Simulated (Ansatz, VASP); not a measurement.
NaH in VASP and in Ansatz

```
CELL_PARAMETERS angstrom
0.00000 2.39751 2.39751
2.39751 0.00000 2.39751
2.39751 2.39751 0.00000
ATOMIC_POSITIONS crystal
Na 0.00000 0.00000 0.00000
H 0.50000 0.50000 0.50000
```

Alike in both runs: task single point; functional PBE; k mesh 10 × 10 × 10; occupations fermi-dirac, width 0.02 eV; no spin polarisation.

```csv
,VASP,Ansatz
version,VASP 6.6.1,Ansatz 0.2.0
potentials or method,"VASP PAW PBE potentials, release 64 (Na_pv, H)","plane waves, PAW"
plane-wave cutoff (eV),520,420
valence electrons in the cell,8,10
```

VASP gave:

- gap on the k mesh at the Fermi level (eV): 3.82
- pressure (GPa): 0.5

Question: Estimate Ansatz's values.

Answer: gap on the k mesh at the Fermi level (eV): 3.82; pressure (GPa): 0.6.

VASP's potentials hold 8 valence electrons a cell and Ansatz's 10, so a difference there can come from the potentials and not from the codes.
